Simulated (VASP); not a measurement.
# Cu2O (Pn-3m) in VASP: settings compared

The runs below take Cu2O through single point, relaxation of cell and atoms, with RPBE, r2SCAN+D4, PBEsol, PBE+D4.

All numbers are computed with VASP 6.6.1; they aren't measurements. Logs are shortened: lines on timing, memory, paths and dates and some standing lists are left out, and cuts for length are marked.

**The experiment to reproduce.**

From “Importance of surface oxygen vacancies for ultrafast hot carrier relaxation and transport in Cu2O”, 2021, arxiv:2103.03167, for a bulk crystal of Cu2O: band gap 2.17 eV (direct).

How close the calculation comes is told below.

**1. The cell of the first run**

It takes space group Pn-3m (No. 224, cubic). The conventional cell has a = 4.355 Å, b = 4.355 Å, c = 4.355 Å, α = 90.00°, β = 90.00°, γ = 90.00°. Within 2.5 Å of Cu (site symmetry -3m) lie 2 O at 1.89 Å. O (site symmetry -43m) has 4 Cu at 1.89 Å within 2.5 Å.

**2. Single point, RPBE**

Contents of INCAR:

```
  PREC = Accurate
  ENCUT = 600
  EDIFF = 1E-6
  ISMEAR = 0
  SIGMA = 0.01
  LREAL = F
  LASPH = T
  NELM = 120
  ALGO = Normal
  ISIF = 2
  LWAVE = F
  LCHARG = F
  GGA = RP
  NBANDS = 37
  GGA_COMPAT = F
```

Contents of KPOINTS:

```
regular mesh
0
Gamma
  6 6 6
```

Contents of POSCAR:

```
Cu2O
1.0
    4.3545314993      0.0000000000      0.0000000000
    0.0000000000      4.3545314993      0.0000000000
    0.0000000000      0.0000000000      4.3545314993
Cu O
4 2
Direct
    0.2500000000      0.2500000000      0.2500000000
    0.2500000000      0.7500000000      0.7500000000
    0.7500000000      0.7500000000      0.2500000000
    0.7500000000      0.2500000000      0.7500000000
    0.0000000000      0.0000000000      0.0000000000
    0.5000000000      0.5000000000      0.5000000000
```

Potentials or basis: VASP PAW PBE potentials, release 64 (Cu, O).

Command:

```sh
$ cat potpaw_PBE.64/Cu/POTCAR potpaw_PBE.64/O/POTCAR > POTCAR
$ mpirun -np 1 vasp_std > vasp.out
```

OUTCAR:

```text
PREC = Accurate
   ENCUT = 600
   EDIFF = 1E-6
   ISMEAR = 0
   LREAL = F
   LASPH = T
   NELM = 120
   ISIF = 2
   GGA = RP

 ion  position               nearest neighbor table
   1  0.250  0.250  0.250-   5 1.89   6 1.89
   2  0.250  0.750  0.750-   5 1.89   6 1.89
   3  0.750  0.750  0.250-   5 1.89   6 1.89
   4  0.750  0.250  0.750-   5 1.89   6 1.89
   5  0.000  0.000  0.000-   1 1.89   2 1.89   3 1.89   4 1.89
   6  0.500  0.500  0.500-   1 1.89   2 1.89   3 1.89   4 1.89

  LATTYP: Found a simple cubic cell.
 ALAT       =     4.3545314993

  Lattice vectors:

 A1 = (   4.3545314993,   0.0000000000,   0.0000000000)
 A2 = (   0.0000000000,   4.3545314993,   0.0000000000)
 A3 = (   0.0000000000,   0.0000000000,   4.3545314993)

Analysis of symmetry for initial positions (statically):
=====================================================================
 Subroutine PRICEL returns:
 Original cell was already a primitive cell.

 Routine SETGRP: Setting up the symmetry group for a
 simple cubic supercell.

 Subroutine GETGRP returns: Found 48 space group operations
 (whereof 24 operations were pure point group operations)
 out of a pool of 48 trial point group operations.

The static configuration has the point symmetry T_d .
 The point group associated with its full space group is O_h .

Analysis of symmetry for dynamics (positions and initial velocities):
=====================================================================
 Subroutine PRICEL returns:
 Original cell was already a primitive cell.

 Routine SETGRP: Setting up the symmetry group for a
 simple cubic supercell.

 Subroutine GETGRP returns: Found 48 space group operations
 (whereof 24 operations were pure point group operations)
 out of a pool of 48 trial point group operations.

The dynamic configuration has the point symmetry T_d .
 The point group associated with its full space group is O_h .

 Subroutine INISYM returns: Found 48 space group operations
 (whereof 24 operations are pure point group operations),
 and found     1 'primitive' translations

----------------------------------------------------------------------------------------

                                     Primitive cell

  volume of cell :      82.5704

  direct lattice vectors                    reciprocal lattice vectors
     4.354531499  0.000000000  0.000000000     0.229645830  0.000000000  0.000000000
     0.000000000  4.354531499  0.000000000     0.000000000  0.229645830  0.000000000
     0.000000000  0.000000000  4.354531499     0.000000000  0.000000000  0.229645830

  length of vectors
     4.354531499  4.354531499  4.354531499     0.229645830  0.229645830  0.229645830

  position of ions in fractional coordinates (direct lattice)
     0.250000000  0.250000000  0.250000000
     0.250000000  0.750000000  0.750000000
     0.750000000  0.750000000  0.250000000
     0.750000000  0.250000000  0.750000000
     0.000000000  0.000000000  0.000000000
     0.500000000  0.500000000  0.500000000

  ion indices of the primitive-cell ions
   primitive index   ion index
                 1           1
                 2           2
                 3           3
                 4           4
                 5           5
                 6           6

----------------------------------------------------------------------------------------

 KPOINTS: regular mesh

Automatic generation of k-mesh.
 Grid dimensions read from file:
 generate k-points for:    6    6    6

 Generating k-lattice:

  Cartesian coordinates                     Fractional coordinates (reciprocal lattice)
     0.038274305  0.000000000  0.000000000     0.166666667  0.000000000  0.000000000
     0.000000000  0.038274305  0.000000000     0.000000000  0.166666667  0.000000000
     0.000000000  0.000000000  0.038274305     0.000000000  0.000000000  0.166666667

  Length of vectors
     0.038274305  0.038274305  0.038274305

  Shift w.r.t. Gamma in fractional coordinates (k-lattice)
     0.000000000  0.000000000  0.000000000

 Subroutine IBZKPT returns following result:
 ===========================================

 Found     20 irreducible k-points:

 Following reciprocal coordinates:
            Coordinates               Weight
  0.000000  0.000000  0.000000      1.000000
  0.166667  0.000000  0.000000      6.000000
  0.333333  0.000000  0.000000      6.000000
  0.500000  0.000000  0.000000      3.000000
  0.166667  0.166667  0.000000     12.000000
  0.333333  0.166667  0.000000     24.000000
[... 12 lines left out ...]
  0.500000  0.500000  0.333333      6.000000
  0.500000  0.500000  0.500000      1.000000
   k-points           NKPTS =     20   k-points in BZ     NKDIM =     20   number of bands    NBANDS=     37
   number of dos      NEDOS =    301   number of ions     NIONS =      6
   total plane-waves  NPLWV =  46656
   dimension x,y,z NGX =    36 NGY =   36 NGZ =   36
   dimension x,y,z NGXF=    72 NGYF=   72 NGZF=   72
   ions per type =               4   2
   NGX,Y,Z   is equivalent  to a cutoff of  13.74, 13.74, 13.74 a.u.
   NGXF,Y,Z  is equivalent  to a cutoff of  27.49, 27.49, 27.49 a.u.
 SYSTEM =  unknown system
   PREC   = accura    normal or accurate (medium, high low for compatibility)
   ISTART =      0    job   : 0-new  1-cont  2-samecut
   ICHARG =      2    charge: 1-file 2-atom 10-const
   ISPIN  =      1    spin polarized calculation?
   LNONCOLLINEAR =      F non collinear calculations
   LSORBIT =      F    spin-orbit coupling
   LASPH  =      T    aspherical Exc in radial PAW
   ENCUT  =  600.0 eV  44.10 Ry    6.64 a.u.   8.70  8.70  8.70*2*pi/ulx,y,z
   NELM   =    120;   NELMIN=  2; NELMDL= -5     # of ELM steps
   EDIFF  = 0.1E-05   stopping-criterion for ELM
   LREAL  =      F    real-space projection
   EDIFFG = 0.1E-04   stopping-criterion for IOM
   NSW    =      0    number of steps for IOM
   IBRION =     -1    ionic relax: 0-MD 1-quasi-New 2-CG
   NFREE  =      0    steps in history (QN), initial steepest desc. (CG)
   ISIF   =      2    stress and relaxation
   ISYM   =      2    0-nonsym 1-usesym 2-fastsym
   POTIM  = 0.5000    time-step for ionic-motion
   TEBEG  =    0.0;   TEEND  =   0.0 temperature during run
   PSTRESS=    0.0 pullay stress
   NELECT =      56.0000    total number of electrons
   NUPDOWN=      -1.0000    fix difference up-down
   EMIN   =  10.00;   EMAX   =-10.00  energy-range for DOS
   EFERMI =   0.00;   METHOD = LEGACY
   ISMEAR =     0;   SIGMA  =   0.01  broadening in eV -4-tet -1-fermi 0-gaus
   EFERMI_NEDOS =   21; number of points for ismear=-14 and -15
   IALGO  =     38    algorithm
   IMIX   =      4    mixing-type and parameters
     AMIX     =   0.40;   BMIX     =  1.00
     AMIX_MAG =   1.60;   BMIX_MAG =  1.00
  volume/ion in A,a.u.               =      13.76        92.87
  Fermi-wavevector in a.u.,A,eV,Ry     =   1.438344  2.718076 28.148184  2.068833
  Thomas-Fermi vector in A             =   2.557321
   LORBIT       =      0    0 simple, 1 ext, 2 COOP (PROOUT), +10 PAW based schemes
   GGA     = RP    functional components
   LHFCALC =     F    Hartree Fock is set to
   AEXX    =    0.0000 exact exchange contribution
   IVDW    =     0    specifies the selected vdW correction
   LEPSILON=     F    determine dielectric tensor
   LRPA    =     F    only Hartree local field effects (RPA)
 non-spin polarized calculation
 Gauss-broadening in eV      SIGMA  =   0.01
  energy-cutoff  :      600.00
  volume of cell :       82.57
 maximum number of plane-waves:      2800
 NGX is ok and might be reduce to    36
   NGX = 17   NGY = 17   NGZ = 17

 number of electron      55.9999958 magnetization

 Free energy of the ion-electron system (eV)
  ---------------------------------------------------
  ext. energy  EPLUGINS =         0.00000000
  ---------------------------------------------------
  free energy    TOTEN  =       -24.77111430 eV

  energy without entropy =      -24.77111430  energy(sigma->0) =      -24.77111430

 E-fermi :   4.3612     XC(G=0): -10.5019

 val. band max:        4.2447403786   @ k =   0.0000   0.0000   0.0000
 cond. band min:       4.6527329555   @ k =   0.0000   0.0000   0.0000
 fundamental gap:      0.4079925769
 Fermi energy:         4.3612031041

 k-point     1 :       0.0000    0.0000    0.0000
  band No.  band energies     occupation
      1     -15.4955      2.00000
      2     -14.8868      2.00000
      3      -2.4468      2.00000
      4      -2.4468      2.00000
      5      -2.4468      2.00000
      6      -0.2118      2.00000
[... 29 lines left out ...]
     36      13.4049      0.00000
     37      13.4049      0.00000

 k-point     2 :       0.1667    0.0000    0.0000
  band No.  band energies     occupation
      1     -15.4537      2.00000
      2     -14.9263      2.00000
      3      -2.3873      2.00000
      4      -2.3527      2.00000
      5      -2.3527      2.00000
      6      -0.7644      2.00000
[... 29 lines left out ...]
     36      12.8485      0.00000
     37      12.8485      0.00000

 k-point     3 :       0.3333    0.0000    0.0000
  band No.  band energies     occupation
      1     -15.3401      2.00000
      2     -15.0353      2.00000
      3      -2.1973      2.00000
      4      -2.1011      2.00000
      5      -2.1011      2.00000
      6      -1.3587      2.00000
[... 29 lines left out ...]
     36      12.1233      0.00000
     37      12.1233      0.00000
[... 601 lines left out ...]
 k-point    19 :       0.5000    0.5000    0.3333
  band No.  band energies     occupation
      1     -15.3257      2.00000
      2     -14.9826      2.00000
      3      -2.4249      2.00000
      4      -2.4249      2.00000
      5      -2.2282      2.00000
      6      -1.0522      2.00000
[... 29 lines left out ...]
     36      12.0918      0.00000
     37      16.9780      0.00000

 k-point    20 :       0.5000    0.5000    0.5000
  band No.  band energies     occupation
      1     -15.3477      2.00000
      2     -14.9508      2.00000
      3      -2.3696      2.00000
      4      -2.3696      2.00000
      5      -2.3696      2.00000
      6      -1.0054      2.00000
[... 29 lines left out ...]
     36      11.3865      0.00000
     37      17.8071      0.00000

------------------------ aborting loop because EDIFF is reached ----------------------------------------

  FORCE on cell =-STRESS in cart. coord.  units (eV):
  Direction    XX          YY          ZZ          XY          YZ          ZX
  --------------------------------------------------------------------------------------
  -------------------------------------------------------------------------------------
  Total        0.3936747      0.3936747      0.3936747     -0.0000000      0.0000000      0.0000000
  in kB        7.6387751      7.6387751      7.6387751     -0.0000000      0.0000000      0.0000000
  external PRESSURE =       7.6387751 kB  Pullay stress =       0.0000000 kB

 VOLUME and BASIS-vectors are now :
 -----------------------------------------------------------------------------
  energy-cutoff  :      600.00
  volume of cell :       82.57
      direct lattice vectors                 reciprocal lattice vectors
     4.354531499  0.000000000  0.000000000     0.229645830  0.000000000  0.000000000
     0.000000000  4.354531499  0.000000000     0.000000000  0.229645830  0.000000000
     0.000000000  0.000000000  4.354531499     0.000000000  0.000000000  0.229645830

 POSITION                                       TOTAL-FORCE (eV/Angst)
 -----------------------------------------------------------------------------------
      1.08863      1.08863      1.08863         0.000000     -0.000000     -0.000000
      1.08863      3.26590      3.26590        -0.000000     -0.000000     -0.000000
      3.26590      3.26590      1.08863        -0.000000      0.000000     -0.000000
      3.26590      1.08863      3.26590         0.000000      0.000000      0.000000
      0.00000      0.00000      0.00000         0.000000     -0.000000      0.000000
      2.17727      2.17727      2.17727         0.000000     -0.000000      0.000000
 -----------------------------------------------------------------------------------
    total drift:                                0.000000      0.000000      0.000000

  FREE ENERGIE OF THE ION-ELECTRON SYSTEM (eV)
  ---------------------------------------------------
  free  energy   TOTEN  =       -24.7711142992 eV

  energy  without entropy=      -24.7711142992  energy(sigma->0) =      -24.77111430
```

It took 1.8 min on 1 thread of Intel Xeon 8259CL, shared host; peak memory 0.23 GiB.

Results:

```yaml
Free_energy: -24.7711 eV
Pressure: 0.8 GPa
Band_gap_on_the_k_mesh: 0.41 eV
```

Levels at points of the mesh, in eV from the valence-band top:
| k point | band 25 | band 26 | band 27 | band 28 | band 29 | band 30 | band 31 | band 32 |
| --- | --- | --- | --- | --- | --- | --- | --- | --- |
| (0.00, 0.00, 0.00) | -1.44 | 0.00 | 0.00 | 0.00 | 0.41 | 1.49 | 1.49 | 7.60 |
| (0.50, 0.00, 0.00) | -1.09 | -1.09 | -0.35 | -0.35 | 2.13 | 2.13 | 4.28 | 4.28 |
| (0.50, 0.50, 0.00) | -1.10 | -1.10 | -0.59 | -0.59 | 1.91 | 1.91 | 3.74 | 3.74 |
| (0.50, 0.50, 0.50) | -0.93 | -0.52 | -0.52 | -0.52 | 2.58 | 2.58 | 2.58 | 4.69 |

Caveat: the PAW data sets were made with another functional, which shifts forces and pressure a little.

**3. Single point, r2SCAN+D4**

This run uses another cell than the first one, of 12.62 Å³/atom.

Changes to POSCAR since step 2:

```diff
@@ -2,5 +2,5 @@
 1.0
-    4.3545314993      0.0000000000      0.0000000000
-    0.0000000000      4.3545314993      0.0000000000
-    0.0000000000      0.0000000000      4.3545314993
+    4.2310587691      0.0000000000      0.0000000000
+    0.0000000000      4.2310587691      0.0000000000
+    0.0000000000      0.0000000000      4.2310587691
 Cu O
```

Contents of INCAR.step1:

```
SYSTEM = Cu2O
PREC = Accurate ; ENCUT = 660
ISMEAR = 0 ; SIGMA = 0.01
LREAL = .False. ; LASPH = .True.
NELM = 120 ; NBANDS = 37
GGA = PE ; ALGO = Normal
EDIFF = 1E-5 ; LWAVE = .True.
LCHARG = .False. ; GGA_COMPAT = .False.
```

Contents of INCAR.step2:

```
SYSTEM = Cu2O
PREC = Accurate ; ENCUT = 660
EDIFF = 1E-6 ; ISMEAR = 0
SIGMA = 0.01 ; LREAL = .False.
LASPH = .True. ; NELM = 120
ALGO = Normal ; ISIF = 2
LWAVE = .False. ; LCHARG = .False.
METAGGA = R2SCAN ; LMIXTAU = .True.
IVDW = 13 ; VDW_S6 = 1.0
VDW_S8 = 0.6018749 ; VDW_A1 = 0.51559235
VDW_A2 = 5.77342911 ; NBANDS = 37
ISTART = 1 ; GGA_COMPAT = .False.
```

Contents of KPOINTS:

```
regular mesh
0
Gamma
  6 6 6
  0 0 0
```

Potentials or basis: VASP PAW PBE potentials, release 64 (Cu, O).

Command:

```sh
$ cat potpaw_PBE.64/Cu/POTCAR potpaw_PBE.64/O/POTCAR > POTCAR
$ cp INCAR.step1 INCAR
$ mpirun -np 1 vasp_std > vasp.out
$ cp INCAR.step2 INCAR
$ mpirun -np 1 vasp_std > vasp.out
```

Run time: 6.2 min. Hardware: 1 thread of Intel Xeon 8259CL, shared host; peak memory 0.25 GiB.

It converged, with:

```yaml
Free_energy: -58.9633 eV
Pressure: 0.9 GPa
Band_gap_on_the_k_mesh: 0.81 eV
Dispersion_energy_per_atom: -0.125 eV
```

Levels at points of the mesh, in eV from the valence-band top:
| k point | band 26 | band 27 | band 28 | band 29 | band 30 | band 31 |
| --- | --- | --- | --- | --- | --- | --- |
| (0.00, 0.00, 0.00) | 0.00 | 0.00 | 0.00 | 0.81 | 1.44 | 1.44 |
| (0.50, 0.00, 0.00) | -1.32 | -0.39 | -0.39 | 2.58 | 2.58 | 4.53 |
| (0.50, 0.50, 0.00) | -1.33 | -0.68 | -0.68 | 2.22 | 2.22 | 4.20 |
| (0.50, 0.50, 0.50) | -0.61 | -0.61 | -0.61 | 2.71 | 2.71 | 2.71 |

Caveat: the PAW data sets were made with another functional, which shifts forces and pressure a little.

(Continued in part 2 of 2.)
